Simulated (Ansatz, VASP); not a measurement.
## Tl: VASP beside Ansatz

File INCAR:

```
PREC = Accurate ; ENCUT = 520
EDIFF = 1E-6 ; ISMEAR = -1
SIGMA = 0.08 ; LREAL = F
LASPH = T ; NELM = 60
ALGO = Normal ; ISIF = 2
LWAVE = F ; LCHARG = F
GGA = PE ; NBANDS = 12
```

Contents of KPOINTS:

```
regular mesh
0
Gamma
  12 12 12
```

Contents of POSCAR:

```
Tl
1.0
    2.3958017936      0.0000000000      0.0000000000
    0.0000000000      2.3958017936      0.0000000000
    0.0000000000      0.0000000000      2.3958017936
Tl
1
Direct
    0.0000000000      0.0000000000      0.0000000000
```

Input for Ansatz:

```yaml
crystal:
  lattice:
    - [2.3958017936, 0.0, 0.0]
    - [0.0, 2.3958017936, 0.0]
    - [0.0, 0.0, 2.3958017936]
  atoms:
    - { symbol: Tl, position: [0.0, 0.0, 0.0] }
kpoints:
  mp_grid: { grid: [12, 12, 12] }
  band_path:
    path:
      - [0.0, 0.0, 0.0]
      - [0.0, 0.5, 0.0]
      - [0.5, 0.5, 0.0]
      - [0.0, 0.0, 0.0]
      - [0.5, 0.5, 0.5]
      - [0.0, 0.5, 0.0]
      - [0.5, 0.5, 0.5]
      - [0.5, 0.5, 0.0]
    npoints: 8
scf:
  occupations: { method: fermi_dirac, width: 0.08 }
hamiltonian:
  xc: pbe
  pseudopotentials: { kind: all_electron, lapw: { basis_error: 0.001 } }
output:
  forces: true
  stress: true
  eigenvalues: true
  populations: true
  dos: { projected: true, de: 0.2, e_range: [-14, 8] }
```

Change from the starting cell: volume scaled by 0.4, LAPW.

Alike in both runs: task single point; functional PBE; k mesh 12 × 12 × 12; occupations fermi-dirac, width 0.08 eV; no spin polarisation.

|  | VASP | Ansatz |
| --- | --- | --- |
| version | VASP 6.6.1 | Ansatz 0.2.0 |
| potentials or method | VASP PAW PBE potentials, release 64 (Tl_d), cutoff 520 eV | all-electron LAPW, scalar-relativistic |

```tsv
	VASP	Ansatz	Ansatz less VASP
pressure (GPa)	253.4	252.3	-1.10
```

Both programs put the cell under a high pressure, so it lies far from rest at this level. Ansatz ran all-electron here, and VASP with PAW potentials.

Neither program's run includes spin-orbit coupling. Noted on VASP's run: the cell as given lies far from equilibrium.
